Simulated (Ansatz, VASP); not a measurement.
# Ta3H in VASP and in Ansatz

File INCAR:

```
SYSTEM = Ta3H
PREC     = Accurate       ! precision mode
ENCUT    = 520            ! plane-wave cutoff, eV
EDIFF    = 1E-6           ! SCF threshold, eV
ISMEAR   = 0              ! smearing method
SIGMA    = 0.1            ! smearing width, eV
LREAL    = .FALSE.        ! projectors in reciprocal space
LASPH    = .TRUE.         ! aspherical terms in the spheres
NELM     = 80             ! most SCF steps
ALGO     = Normal         ! electronic algorithm
ISIF     = 2              ! what is computed and relaxed
LWAVE    = .FALSE.        ! write WAVECAR
LCHARG   = .FALSE.        ! write CHGCAR
LDIPOL   = .TRUE.       
IDIPOL   = 3            
DIPOL    = 0.5 0.5 0.337
GGA      = CA             ! functional
NBANDS   = 44             ! bands
```

File KPOINTS:

```
regular mesh
0
G
  6 6 1
  0 0 0
```

File POSCAR:

```
Ta3H
1.0
    4.6002247492      0.0000000000      0.0000000000
   -2.3001123746      3.9839114959      0.0000000000
    0.0000000000      0.0000000000     22.4017722044
Ta H
6 2
Direct
    0.6666666667      0.3333333333      0.1785573018
    0.3333333333      0.6666666667      0.2204743848
    0.0000000000      0.0000000000      0.2623914678
    0.6666666667      0.3333333333      0.3016814391
    0.3333333333      0.6666666667      0.3385386112
    0.0000000000      0.0000000000      0.3750494438
    0.2049700398      0.6666666667      0.5089674201
    0.4616966269      0.6666666667      0.5089674201
```

Input for Ansatz:

```yaml
crystal:
  lattice:
    - [4.6002247492, 0.0, 0.0]
    - [-2.3001123746, 3.9839114959, 0.0]
    - [0.0, 0.0, 22.4017722044]
  atoms:
    - { symbol: Ta, position: [0.6666666667, 0.3333333333, 0.1785573018] }
    - { symbol: Ta, position: [0.3333333333, 0.6666666667, 0.2204743848] }
    - { symbol: Ta, position: [0.0, 0.0, 0.2623914678] }
    - { symbol: Ta, position: [0.6666666667, 0.3333333333, 0.3016814391] }
    - { symbol: Ta, position: [0.3333333333, 0.6666666667, 0.3385386112] }
    - { symbol: Ta, position: [0.0, 0.0, 0.3750494438] }
    - { symbol: H, position: [0.2049700398, 0.6666666667, 0.5089674201] }
    - { symbol: H, position: [0.4616966269, 0.6666666667, 0.5089674201] }
basis:
  ecutwfc: 420
kpoints:
  mp_grid: { grid: [6, 6, 1] }
hamiltonian:
  xc: lda
  pseudopotentials: { kind: paw, azcp: { folder: soft_1 } }
scf:
  occupations: { method: gaussian, width: 0.1 }
output:
  forces: true
  eigenvalues: true
efield:
  axis: 3
  dipole_correction: true
  ramp_width: 0.04
```

Alike in both runs: task single point; functional LDA; k mesh 6 × 6 × 1; occupations gaussian, width 0.1 eV; no spin polarisation.

|  | VASP | Ansatz |
| --- | --- | --- |
| version | VASP 6.6.1 | Ansatz 0.2.0 |
| potentials or method | VASP PAW LDA potentials, release 64 (Ta_pv, H), cutoff 520 eV | scalar-relativistic, plane waves, PAW |
| valence electrons in the cell | 68 | 80 |

Ansatz gave:

```
rms of the force components (eV/Å) : 1.358
```

Task: Estimate VASP's values.

Result: rms of the force components (eV/Å): 1.357.

Ansatz warns that its potentials were made for another functional, while VASP's fit it. LDA's correlation is that of Perdew and Zunger in VASP and of Perdew and Wang (1992) in Ansatz. Atom by atom the forces differ by 0.026 eV/Å (rms over components). VASP's potentials hold 68 valence electrons a cell and Ansatz's 80, so a difference there can come from the potentials and not from the codes. Ansatz's warnings: vacuum below fermi.

Spin-orbit coupling is off throughout.
